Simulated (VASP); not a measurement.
# WC (Fm-3m) in VASP: a series of runs, part 2 of 2

VASP 6.6.1. Earlier steps stand in the parts before.

## Step 3: Single point, LDA

This run uses another cell than the first one, of 9.70 Å³/atom, 1.045 times its volume.

INCAR reads:

```
SYSTEM = WC
ALGO     = Normal         ! electronic algorithm
EDIFF    = 1E-6           ! SCF threshold, eV
ENCUT    = 520            ! plane-wave cutoff, eV
ISIF     = 2              ! what is computed and relaxed
ISMEAR   = -1             ! smearing method
LASPH    = .True.         ! aspherical terms in the spheres
LCHARG   = .True.         ! write CHGCAR
LELF     = .True.         ! ELF
LREAL    = .False.        ! projectors in reciprocal space
LVHAR    = .True.       
LWAVE    = .False.        ! write WAVECAR
NBANDS   = 16             ! bands
NELM     = 100            ! most SCF steps
PREC     = Accurate       ! precision mode
SIGMA    = 0.1            ! smearing width, eV
```

KPOINTS reads:

```
k-points
0
Gamma
  11 11 11
  0 0 0
```

POSCAR reads:

```
WC
1.0
    0.0000000000      2.1325799578      2.1325799578
    2.1325799578      0.0000000000      2.1325799578
    2.1325799578      2.1325799578      0.0000000000
W C
1 1
Direct
    0.0000000000      0.0000000000      0.0000000000
    0.5000000000      0.5000000000      0.5000000000
```

Potentials or basis: VASP PAW LDA potentials, release 64 (W_sv, C).

Run with:

```console
cat potpaw_LDA.64/W_sv/POTCAR potpaw_LDA.64/C/POTCAR > POTCAR
mpirun -np 1 vasp_std > vasp.out
```

OUTCAR:

```text
SYSTEM = WC
   EDIFF = 1E-6
   ENCUT = 520
   ISIF = 2
   ISMEAR = -1
   LASPH = .True.
   LREAL = .False.
   NELM = 100
   PREC = Accurate

 ion  position               nearest neighbor table
   1  0.000  0.000  0.000-   2 2.13   2 2.13   2 2.13   2 2.13   2 2.13   2 2.13
   2  0.500  0.500  0.500-   1 2.13   1 2.13   1 2.13   1 2.13   1 2.13   1 2.13

  LATTYP: Found a face centered cubic cell.
 ALAT       =     4.2651599156

  Lattice vectors:

 A1 = (   0.0000000000,   2.1325799578,   2.1325799578)
 A2 = (   2.1325799578,   0.0000000000,   2.1325799578)
 A3 = (   2.1325799578,   2.1325799578,   0.0000000000)

[... 624 lines left out ...]
      6       6.2610      2.00000
[... 8 lines left out ...]
     15      27.0434      0.00000
     16      28.3252      0.00000

 [... further k-points ...]
[... 5 lines left out ...]
  --------------------------------------------------------------------------------------
  -------------------------------------------------------------------------------------
  Total        2.5186305      2.5186305      2.5186305      0.0000000      0.0000000      0.0000000
  in kB      208.0314895    208.0314895    208.0314895      0.0000000      0.0000000      0.0000000
  external PRESSURE =     208.0314895 kB  Pullay stress =       0.0000000 kB

 VOLUME and BASIS-vectors are now :
 -----------------------------------------------------------------------------
  energy-cutoff  :      520.00
  volume of cell :       19.40
      direct lattice vectors                 reciprocal lattice vectors
     0.000000000  2.132579958  2.132579958    -0.234457798  0.234457798  0.234457798
     2.132579958  0.000000000  2.132579958     0.234457798 -0.234457798  0.234457798
     2.132579958  2.132579958  0.000000000     0.234457798  0.234457798 -0.234457798

 POSITION                                       TOTAL-FORCE (eV/Angst)
 -----------------------------------------------------------------------------------
      0.00000      0.00000      0.00000        -0.000000      0.000000     -0.000000
      2.13258      2.13258      2.13258         0.000000     -0.000000      0.000000
 -----------------------------------------------------------------------------------
    total drift:                                0.000000     -0.000000     -0.000000

  FREE ENERGIE OF THE ION-ELECTRON SYSTEM (eV)
  ---------------------------------------------------
  free  energy   TOTEN  =       -23.7574690492 eV

  energy  without entropy=      -23.7193608359  energy(sigma->0) =      -23.73841494
```

OSZICAR:

```text
N       E                     dE             d eps       ncg     rms          rms(c)
DAV:   1     0.105981080602E+03    0.10598E+03   -0.93304E+03  1800   0.126E+03
DAV:   2    -0.242150881218E+02   -0.13020E+03   -0.12532E+03  2176   0.335E+02
DAV:   3    -0.272994837800E+02   -0.30844E+01   -0.30691E+01  1920   0.488E+01
DAV:   4    -0.273145484188E+02   -0.15065E-01   -0.15050E-01  2320   0.383E+00
DAV:   5    -0.273146435523E+02   -0.95134E-04   -0.95133E-04  1968   0.293E-01    0.365E+01
DAV:   6    -0.238604680969E+02    0.34542E+01   -0.82054E+00  2216   0.278E+01    0.101E+01
DAV:   7    -0.237925843984E+02    0.67884E-01   -0.45547E-01  1808   0.559E+00    0.768E+00
DAV:   8    -0.237592101198E+02    0.33374E-01   -0.62447E-02  2080   0.194E+00    0.165E+00
DAV:   9    -0.237575398482E+02    0.16703E-02   -0.26686E-03  1928   0.404E-01    0.122E-01
DAV:  10    -0.237574688800E+02    0.70968E-04   -0.24759E-04  2208   0.179E-01    0.609E-02
DAV:  11    -0.237574694085E+02   -0.52849E-06   -0.12742E-05  1968   0.309E-02    0.137E-02
DAV:  12    -0.237574690492E+02    0.35924E-06   -0.13525E-06  1472   0.105E-02
   1 F= -.23757469E+02 E0= -.23738415E+02  d E =-.381082E-01
```

It took 46 s on 1 thread of AMD EPYC 7R13, shared host; peak memory 0.11 GiB.

What came out:

```
Free energy            : -23.7575 eV
Pressure               : 20.8 GPa
Band gap on the k mesh : zero (band 9 reaches 14.69 eV, above the bottom of band 10 at 11.23 eV)
```

Levels at points of the mesh, in eV from the Fermi level:
```csv
k point,band 5,band 6,band 7,band 8,band 9,band 10,band 11,band 12,band 13,band 14
"(0.00, 0.00, 0.00)",-16.34,-3.08,-3.08,-3.08,-1.18,-1.18,-1.18,-1.05,-1.05,7.66
```

Caveat: spin-orbit coupling is left out, which moves the levels of the heavy elements.
